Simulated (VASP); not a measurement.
# AlIn2N3 (Cmmm) in VASP: relaxation of cell and atoms with PBE

Aim: the relaxation of cell and atoms of AlIn2N3 with PBE.

Everything below comes from runs of VASP 6.6.1. Logs are shortened: lines on timing, memory, paths and dates and some standing lists are left out, and cuts for length are marked.

## (1) The cell of the first run

It takes space group Cmmm (No. 65, orthorhombic). Conventional cell: a = 7.154 Å, b = 11.917 Å, c = 3.288 Å, α = 90.00°, β = 90.00°, γ = 90.00°. Al (site symmetry mmm) has 2 Al at 3.29 Å and 12 N at 3.84 to 3.94 Å and 12 In at 4.26 to 4.43 Å within 4.5 Å. In (site symmetry m2m) has 3 N at 2.02 to 2.03 Å within 2.7 Å. Within 2.7 Å of N (site symmetry 2/m) lie 2 In at 2.02 Å. N (site symmetry mmm) has 2 In at 2.03 Å within 2.7 Å.

The cell was built from a structure type or drawn by symmetry, and may not be a known phase.

## (2) Relaxation of cell and atoms, PBE, collinear spin, ferromagnetic start

Input file INCAR:

```
PREC = Accurate
ENCUT = 600
EDIFF = 1E-6
ISMEAR = 0
SIGMA = 0.1
LREAL = False
LASPH = True
NELM = 150
ALGO = Fast
ISIF = 3
LWAVE = False
LCHARG = False
ISPIN = 2
MAGMOM = 0 0 0 0.7 0.7 0.7
LORBIT = 11
GGA = PE
IBRION = 2
NSW = 90
EDIFFG = -0.04
```

Input file KPOINTS:

```
regular mesh
0
Gamma
  4 4 6
```

Input file POSCAR:

```
AlIn2N3
1.0
    3.5769225944     -5.9584343815      0.0000000000
    3.5769225944      5.9584343815      0.0000000000
    0.0000000000      0.0000000000      3.2880895147
Al In N
1 2 3
Direct
    0.5000000000      0.5000000000      0.5000000000
    0.1706004022      0.8293995978      0.0000000000
    0.8293995978      0.1706004022      0.0000000000
    0.0000000000      0.5000000000      0.0000000000
    0.5000000000      0.0000000000      0.0000000000
    0.0000000000      0.0000000000      0.0000000000
```

Potentials or basis: VASP PAW PBE potentials, release 64 (Al, In_d, N).

The run is started by

```
$ cat potpaw_PBE.64/Al/POTCAR potpaw_PBE.64/In_d/POTCAR potpaw_PBE.64/N/POTCAR > POTCAR
$ mpirun -np 1 vasp_std > vasp.out
```

OUTCAR:

```text
PREC = Accurate
   ENCUT = 600
   EDIFF = 1E-6
   ISMEAR = 0
   LREAL = False
   LASPH = True
   NELM = 150
   ISIF = 3
   ISPIN = 2
   LORBIT = 11
   GGA = PE
   IBRION = 2
   NSW = 90
   EDIFFG = -0.04

 ion  position               nearest neighbor table
   1  0.500  0.500  0.500-
   2  0.171  0.829  0.000-   4 2.02   5 2.02   6 2.03
   3  0.829  0.171  0.000-   4 2.02   5 2.02   6 2.03
   4  0.000  0.500  0.000-   2 2.02   3 2.02
   5  0.500  0.000  0.000-   2 2.02   3 2.02
   6  0.000  0.000  0.000-   2 2.03   3 2.03

  LATTYP: Found a base centered orthorhombic cell.
 ALAT       =     7.1538451888
 B/A-ratio  =     1.6657990841
 C/A-ratio  =     0.4596254780

  Lattice vectors:

 A1 = (   3.5769225944,  -5.9584343815,   0.0000000000)
 A2 = (   3.5769225944,   5.9584343815,   0.0000000000)
 A3 = (   0.0000000000,   0.0000000000,   3.2880895147)

Analysis of symmetry for initial positions (statically):
=====================================================================
 Subroutine PRICEL returns:
 Original cell was already a primitive cell.

 Routine SETGRP: Setting up the symmetry group for a
 base centered orthorhombic supercell.

 Subroutine GETGRP returns: Found  8 space group operations
 (whereof  8 operations were pure point group operations)
 out of a pool of  8 trial point group operations.

The static configuration has the point symmetry D_2h.

Analysis of symmetry for dynamics (positions and initial velocities):
=====================================================================
 Subroutine PRICEL returns:
 Original cell was already a primitive cell.

 Routine SETGRP: Setting up the symmetry group for a
 base centered orthorhombic supercell.

 Subroutine GETGRP returns: Found  8 space group operations
 (whereof  8 operations were pure point group operations)
 out of a pool of  8 trial point group operations.

The dynamic configuration has the point symmetry D_2h.

Analysis of structural, dynamic, and magnetic symmetry:
=====================================================================
 Subroutine PRICEL returns:
 Original cell was already a primitive cell.

 Routine SETGRP: Setting up the symmetry group for a
 base centered orthorhombic supercell.

 Subroutine GETGRP returns: Found  8 space group operations
 (whereof  8 operations were pure point group operations)
 out of a pool of  8 trial point group operations.

The overall configuration has the point symmetry D_2h.

 Subroutine INISYM returns: Found  8 space group operations
 (whereof  8 operations are pure point group operations),
 and found     1 'primitive' translations

----------------------------------------------------------------------------------------

                                     Primitive cell

  volume of cell :     140.1572

  direct lattice vectors                    reciprocal lattice vectors
     3.576922594 -5.958434382  0.000000000     0.139784965 -0.083914661  0.000000000
     3.576922594  5.958434382  0.000000000     0.139784965  0.083914661  0.000000000
     0.000000000  0.000000000  3.288089515     0.000000000  0.000000000  0.304127973

  length of vectors
     6.949627006  6.949627006  3.288089515     0.163038360  0.163038360  0.304127973

  position of ions in fractional coordinates (direct lattice)
     0.500000000  0.500000000  0.500000000
     0.170600402  0.829399598  0.000000000
     0.829399598  0.170600402  0.000000000
     1.000000000  0.500000000  0.000000000
     0.500000000  1.000000000  0.000000000
     0.000000000  0.000000000  0.000000000

  ion indices of the primitive-cell ions
   primitive index   ion index
                 1           1
                 2           2
                 3           3
                 4           4
                 5           5
                 6           6

----------------------------------------------------------------------------------------

 KPOINTS: regular mesh

Automatic generation of k-mesh.
 Grid dimensions read from file:
 generate k-points for:    4    4    6

 Generating k-lattice:

  Cartesian coordinates                     Fractional coordinates (reciprocal lattice)
     0.034946241 -0.020978665  0.000000000     0.250000000 -0.000000000  0.000000000
     0.034946241  0.020978665  0.000000000    -0.000000000  0.250000000  0.000000000
     0.000000000  0.000000000  0.050687996     0.000000000  0.000000000  0.166666667

  Length of vectors
     0.040759590  0.040759590  0.050687996

  Shift w.r.t. Gamma in fractional coordinates (k-lattice)
     0.000000000  0.000000000  0.000000000

 Subroutine IBZKPT returns following result:
 ===========================================

 Found     28 irreducible k-points:

 Following reciprocal coordinates:
            Coordinates               Weight
  0.000000  0.000000  0.000000      1.000000
  0.250000 -0.000000  0.000000      4.000000
  0.500000 -0.000000  0.000000      2.000000
  0.250000  0.250000  0.000000      2.000000
  0.500000  0.250000  0.000000      4.000000
 -0.250000  0.250000  0.000000      2.000000
[... 16 lines left out ...]
  0.250000 -0.000000  0.500000      4.000000
  0.500000 -0.000000  0.500000      2.000000
 [... further k-points ...]
   k-points           NKPTS =     28   k-points in BZ     NKDIM =     28   number of bands    NBANDS=     27
   number of dos      NEDOS =    301   number of ions     NIONS =      6
   total plane-waves  NPLWV =  87808
   dimension x,y,z NGX =    56 NGY =   56 NGZ =   28
   dimension x,y,z NGXF=   112 NGYF=  112 NGZF=   56
   ions per type =               1   2   3
   NGX,Y,Z   is equivalent  to a cutoff of  13.40, 13.40, 14.16 a.u.
   NGXF,Y,Z  is equivalent  to a cutoff of  26.79, 26.79, 28.31 a.u.
 SYSTEM =  unknown system
   PREC   = accura    normal or accurate (medium, high low for compatibility)
   ISTART =      0    job   : 0-new  1-cont  2-samecut
   ICHARG =      2    charge: 1-file 2-atom 10-const
   ISPIN  =      2    spin polarized calculation?
   LNONCOLLINEAR =      F non collinear calculations
   LSORBIT =      F    spin-orbit coupling
   LASPH  =      T    aspherical Exc in radial PAW
   ENCUT  =  600.0 eV  44.10 Ry    6.64 a.u.  13.88 13.88  6.57*2*pi/ulx,y,z
   NELM   =    150;   NELMIN=  2; NELMDL= -5     # of ELM steps
   EDIFF  = 0.1E-05   stopping-criterion for ELM
   LREAL  =      F    real-space projection
   EDIFFG = -.4E-01   stopping-criterion for IOM
   NSW    =     90    number of steps for IOM
   IBRION =      2    ionic relax: 0-MD 1-quasi-New 2-CG
   NFREE  =      1    steps in history (QN), initial steepest desc. (CG)
   ISIF   =      3    stress and relaxation
   ISYM   =      2    0-nonsym 1-usesym 2-fastsym
   POTIM  = 0.5000    time-step for ionic-motion
   TEBEG  =    0.0;   TEEND  =   0.0 temperature during run
   PSTRESS=    0.0 pullay stress
   NELECT =      44.0000    total number of electrons
   NUPDOWN=      -1.0000    fix difference up-down
   EMIN   =  10.00;   EMAX   =-10.00  energy-range for DOS
   EFERMI =   0.00;   METHOD = LEGACY
   ISMEAR =     0;   SIGMA  =   0.10  broadening in eV -4-tet -1-fermi 0-gaus
   EFERMI_NEDOS =   21; number of points for ismear=-14 and -15
   IALGO  =     68    algorithm
   IMIX   =      4    mixing-type and parameters
     AMIX     =   0.40;   BMIX     =  1.00
     AMIX_MAG =   1.60;   BMIX_MAG =  1.00
  volume/ion in A,a.u.               =      23.36       157.64
  Fermi-wavevector in a.u.,A,eV,Ry     =   1.112638  2.102581 16.843518  1.237964
  Thomas-Fermi vector in A             =   2.249214
   LORBIT       =     11    0 simple, 1 ext, 2 COOP (PROOUT), +10 PAW based schemes
   GGA     = PE    functional components
   LHFCALC =     F    Hartree Fock is set to
   AEXX    =    0.0000 exact exchange contribution
   IVDW    =     0    specifies the selected vdW correction
   LEPSILON=     F    determine dielectric tensor
   LRPA    =     F    only Hartree local field effects (RPA)
 conjugate gradient relaxation of ions
 spin polarized calculation
 RMM-DIIS sequential band-by-band and
 Gauss-broadening in eV      SIGMA  =   0.10
  energy-cutoff  :      600.00
  volume of cell :      140.16
 maximum number of plane-waves:      4706
   NGX = 27   NGY = 27   NGZ = 13

--------------------------------------- Ionic step        1  -------------------------------------------

 number of electron      43.9999999 magnetization       2.0834734

 Free energy of the ion-electron system (eV)
  ---------------------------------------------------
  ext. energy  EPLUGINS =         0.00000000
  ---------------------------------------------------
  free energy    TOTEN  =       -23.91651100 eV

  energy without entropy =      -23.90057834  energy(sigma->0) =      -23.90854467

------------------------ aborting loop because EDIFF is reached ----------------------------------------

  FORCE on cell =-STRESS in cart. coord.  units (eV):
  Direction    XX          YY          ZZ          XY          YZ          ZX
  --------------------------------------------------------------------------------------
  -------------------------------------------------------------------------------------
  Total       -0.1074517      0.0808883     -0.5188725     -0.0000000      0.0000000      0.0000000
  in kB       -1.2283121      0.9246576     -5.9313823     -0.0000000      0.0000000      0.0000000
  external PRESSURE =      -2.0783456 kB  Pullay stress =       0.0000000 kB
[... 185 lines left out ...]
  energy  without entropy=      -23.9058404051  energy(sigma->0) =      -23.91344629

--------------------------------------- Ionic step        6  -------------------------------------------

 number of electron      43.9999994 magnetization       2.1139519

 Free energy of the ion-electron system (eV)
  ---------------------------------------------------
  ext. energy  EPLUGINS =         0.00000000
  ---------------------------------------------------
  free energy    TOTEN  =       -23.92155884 eV

  energy without entropy =      -23.90650429  energy(sigma->0) =      -23.91403156

 E-fermi :   2.5166     XC(G=0):  -8.5200

 val. band max:        2.5049410289   @ k =   0.5000   0.5000   0.1667
 cond. band min:       2.5176552248   @ k =   0.2500   0.2500   0.1667
 fundamental gap:      0.0127141960
 Fermi energy:         2.5166078839

 spin component 1

 k-point     1 :       0.0000    0.0000    0.0000
  band No.  band energies     occupation
      1     -12.7766      1.00000
      2     -12.6815      1.00000
      3     -12.5409      1.00000
      4     -11.8040      1.00000
      5     -11.4711      1.00000
      6     -11.4322      1.00000
[... 709 lines left out ...]
     26       5.1538      0.00000
     27       5.7353      0.00000

 [... further k-points ...]

 spin component 2

 k-point     1 :       0.0000    0.0000    0.0000
  band No.  band energies     occupation
      1     -12.4162      1.00000
      2     -12.2317      1.00000
      3     -12.1742      1.00000
      4     -11.8206      1.00000
      5     -11.4465      1.00000
      6     -11.4129      1.00000
[... 744 lines left out ...]
  FREE ENERGIE OF THE ION-ELECTRON SYSTEM (eV)
  ---------------------------------------------------
  free  energy   TOTEN  =       -23.9215588362 eV

  energy  without entropy=      -23.9065042896  energy(sigma->0) =      -23.91403156

 reached required accuracy - stopping structural energy minimisation

 total charge

# of ion       s       p       d       tot
------------------------------------------
    1        0.618   0.092   0.000   0.710
    2        0.785   0.799   9.998  11.582
    3        0.785   0.799   9.998  11.582
    4        1.277   2.256   0.000   3.533
    5        1.277   2.256   0.000   3.533
    6        1.283   2.239   0.000   3.522
--------------------------------------------------
tot          6.024   8.441  19.996  34.462

 magnetization (x)

# of ion       s       p       d       tot
------------------------------------------
    1       -0.002  -0.021   0.000  -0.023
    2       -0.021  -0.038   0.020  -0.038
    3       -0.021  -0.038   0.020  -0.038
    4        0.012   0.509   0.000   0.521
    5        0.012   0.509   0.000   0.521
    6        0.016   0.625   0.000   0.641
--------------------------------------------------
tot         -0.003   1.545   0.041   1.583
```

Run time: 23 min. Hardware: 1 thread of Oxide Virtual Turin-like, shared host; peak memory 0.46 GiB.

What came out:

| Property | Result |
| --- | --- |
| Free energy | -23.9216 eV |
| Relaxed volume | 22.96 Å³/atom |
| Relaxed cell | a = 6.958 Å, b = 6.958 Å, c = 3.227 Å, α = 90.00°, β = 90.00°, γ = 118.11° |
| Space group after relaxing (to 0.1 Å) | Cmmm (No. 65) |
| Energy gained by relaxing | 0.8 meV/atom |
| Ionic steps | 6 |
| Pressure after relaxing | 0.0 GPa |
| Largest force after relaxing | 0.019 eV/Å |
| Net moment | 2.11 μB per cell |
| Site moments | Al -0.02; In -0.04; N +0.52, +0.64 (each value once) μB |
| Valence electrons inside the program's atomic spheres | Al 0.71; In 11.58; N 3.53, 3.52 (each value once) |

Forces on the atoms (eV/Å):
```
Al   0.000  0.000  0.000
In   0.000  0.019  0.000
In   0.000 -0.019  0.000
N    0.000  0.000  0.000
N    0.000  0.000  0.000
N    0.000  0.000  0.000
```

Step by step:
```
step  energy change (eV)  largest force (eV/Å)  pressure (GPa)  volume (Å³)
   1              0.0000                0.0372           -0.21       140.16
   2             -0.0020                0.0164           -0.13       139.54
   3             -0.0027                0.1696            0.14       137.70
   4             -0.0034                0.1026            0.05       138.45
   5             -0.0045                0.0650            0.00       138.14
   6             -0.0050                0.0192           -0.04       137.78
```

Final structure:
```
CELL_PARAMETERS angstrom
3.57762 -5.96753 0.00000
3.57762 5.96753 0.00000
0.00000 0.00000 3.22670
ATOMIC_POSITIONS crystal
Al 0.50000 0.50000 0.50000
In 0.17079 0.82921 0.00000
In 0.82921 0.17079 0.00000
N 0.00000 0.50000 0.00000
N 0.50000 0.00000 0.00000
N 0.00000 0.00000 0.00000
```

Levels at points of the mesh, in eV from the Fermi level:
Spin up:
| k point | band 19 | band 20 | band 21 | band 22 | band 23 | band 24 | band 25 | band 26 | band 27 |
| --- | --- | --- | --- | --- | --- | --- | --- | --- | --- |
| (0.00, 0.00, 0.00) | -1.08 | -1.02 | -0.98 | -0.39 | -0.37 | -0.27 | 2.24 | 2.34 | 4.68 |
| (0.50, 0.00, 0.00) | -1.53 | -1.01 | -0.80 | -0.51 | -0.34 | 0.79 | 2.00 | 2.32 | 3.18 |
| (0.50, 0.50, 0.00) | -1.31 | -0.99 | -0.73 | -0.64 | -0.27 | 0.58 | 1.83 | 2.39 | 3.36 |
| (0.00, 0.00, 0.50) | -1.99 | -1.47 | -0.91 | -0.67 | -0.53 | -0.40 | 0.57 | 3.02 | 3.03 |
| (0.50, 0.00, 0.50) | -2.05 | -1.72 | -1.64 | -1.16 | -0.76 | 0.18 | 1.79 | 2.64 | 3.22 |
| (0.50, 0.50, 0.50) | -2.01 | -1.72 | -1.63 | -1.44 | -0.66 | 0.27 | 1.72 | 2.71 | 3.30 |
Spin down:
```csv
k point,band 17,band 18,band 19,band 20,band 21,band 22,band 23,band 24,band 25,band 26
"(0.00, 0.00, 0.00)",-3.21,-0.58,-0.41,-0.22,0.13,0.43,1.23,1.24,2.52,2.57
"(0.50, 0.00, 0.00)",-2.63,-1.28,-0.52,0.08,0.68,0.78,0.94,1.23,2.20,2.37
"(0.50, 0.50, 0.00)",-2.71,-1.09,-0.51,-0.11,0.59,0.67,0.94,1.24,2.11,2.43
"(0.00, 0.00, 0.50)",-2.42,-1.48,-0.81,-0.78,-0.53,0.23,0.33,0.35,0.48,2.84
"(0.50, 0.00, 0.50)",-2.47,-2.09,-1.53,-1.14,-0.83,-0.22,0.47,0.62,2.05,3.00
"(0.50, 0.50, 0.50)",-2.35,-2.18,-1.65,-1.19,-0.86,-0.05,0.31,0.66,2.00,3.17
```

Caveat: spin-orbit coupling is left out, which moves the levels of the heavy elements.
